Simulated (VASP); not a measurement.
AgCl, 16 atoms in the cell. The typed cell holds 16 atoms: a = 7.844 Å, b = 7.844 Å, c = 7.844 Å, α = 60.00°, β = 60.00°, γ = 60.00°. 

```yaml
Program: VASP 6.6.1
Task: single point
Functional: PBEsol
Potentials_or_basis: VASP PAW PBE potentials, release 64 (Ag, Cl)
Cutoff: 520 eV
k_mesh: 2 × 2 × 2
Occupations: fermi-dirac, width 0.02 eV
Spin: no spin polarisation
Dipole_correction: no
Further_INCAR_settings: LREAL = Auto; ALGO = Normal; EDIFF = 1e-06; NBANDS = 86
```

Potentials or basis: VASP PAW PBE potentials, release 64 (Ag, Cl).

Launch:

```bash
$ cat potpaw_PBE.64/Ag/POTCAR potpaw_PBE.64/Cl/POTCAR > POTCAR
$ mpirun -np 1 vasp_std > vasp.out
```

Hardware: 1 thread of Oxide Virtual Turin-like Processor, on a shared host.

How long does it take, and how much memory?

It took 17 min on 1 thread of Oxide Virtual Turin-like Processor, with other jobs on the host, peak memory 0.51 GiB. Counts: scf iterations 13, k points 8.
